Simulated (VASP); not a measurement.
The system is Ti3H2.

```
Ti H
1.0
     3.43252    0.00000    0.00000
    -1.71626    2.97265    0.00000
     0.00000    0.00000    5.34044
Ti H
3 2
Direct
  0.00000 0.00000 0.00000
  0.33333 0.66667 0.64500
  0.66667 0.33333 0.35500
  0.33333 0.66667 0.24500
  0.66667 0.33333 0.75500
```

- Program: VASP 6.6.1
- Task: relaxation of cell and atoms
- Functional: PBE
- Potentials or basis: VASP PAW PBE potentials, release 64 (Ti_sv, H)
- Cutoff: 600 eV
- k mesh: 6 × 6 × 4
- Occupations: gaussian, width 0.1 eV
- Spin: no spin polarisation

At the start: pressure 3.0 GPa; volume 10.90 Å³/atom.

Q: Where does the relaxation end?

A: Over 20 steps the energy falls by 405.8 meV/atom and the volume is 10.81 Å³/atom (-0.8 %); space group P-3m1 (No. 164, to 0.1 Å) before and after.

The path:
```tsv
step	energy change (eV)	largest force (eV/Å)	pressure (GPa)	volume (Å³)
1	0.0000	1.4368	2.98	54.49
2	-0.4007	0.2558	-1.53	56.02
3	-0.5551	0.4595	-3.48	57.25
4	-0.5905	1.1640	-3.84	59.40
5	-0.9887	1.4303	2.24	56.93
6	-1.0383	1.5838	5.87	55.70
7	-1.3022	0.9971	-0.21	57.49
8	-1.3326	0.7746	-2.09	58.12
9	-1.4975	0.7474	-1.91	57.12
10	-1.6145	0.7606	-0.07	55.24
11	-1.6189	0.7397	-0.63	55.60
12	-1.7192	0.7106	0.57	54.69
13	-1.9125	0.4316	5.70	52.02
14	-1.9902	0.2582	2.17	53.21
15	-2.0216	0.1037	-1.28	54.59
16	-2.0217	0.0956	-1.44	54.67
17	-2.0266	0.0555	-0.81	54.40
18	-2.0281	0.0445	-0.19	54.15
19	-2.0281	0.0483	-0.18	54.13
20	-2.0288	0.0202	0.07	54.05
```

Final structure:
```
Ti H
1.0
     2.93370    0.00000    0.00000
    -1.46685    2.54066    0.00000
     0.00000    0.00000    7.25098
Ti H
3 2
Direct
  0.00000 0.00000 0.00000
  0.33333 0.66667 0.66003
  0.66667 0.33333 0.33997
  0.33333 0.66667 0.16517
  0.66667 0.33333 0.83483
```

Caveat: a cell axis changed by over 15 % at a fixed basis, so the end point is rough.
